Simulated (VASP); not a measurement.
A run of VASP 6.6.1 is set up as follows.

File INCAR:

```
ALGO = Normal
EDIFF = 1E-6
ENCUT = 520
GGA = PE
ISIF = 2
ISMEAR = 0
ISPIN = 2
LASPH = T
LCHARG = T
LELF = T
LMAXMIX = 6
LORBIT = 11
LREAL = F
LVHAR = T
LWAVE = F
MAGMOM = 1 1
NBANDS = 23
NELM = 150
PREC = Accurate
SIGMA = 0.05
```

KPOINTS

```
k-points
0
Gamma
  14 14 8
```

POSCAR

```
Ce
1.0
    3.2849534645      0.0000000000      0.0000000000
   -1.6424767322      2.8448531505      0.0000000000
    0.0000000000      0.0000000000      5.7313253846
Ce
2
Direct
    0.3333333333      0.6666666667      0.7500000000
    0.6666666667      0.3333333333      0.2500000000
```

Potentials or basis: VASP PAW PBE potentials, release 64 (Ce).

Command:

```sh
$ cat potpaw_PBE.64/Ce/POTCAR > POTCAR
$ mpirun -np 1 vasp_std > vasp.out
```

(1) What does it give for the band gap on the k mesh?

(2) Estimate the pressure.

(3) Estimate the net moment.

## Answers

(1) zero (filled and empty bands overlap).

(2) -0.2 GPa.

(3) 0.01 μB per cell.

Caveat: the magnetic or orbital state may not be the lowest; the moments typed at the start vanished in this run; spin-orbit coupling is left out, which moves the levels of the heavy elements; semilocal functionals describe open f shells poorly, which spoils levels, moments and volumes.
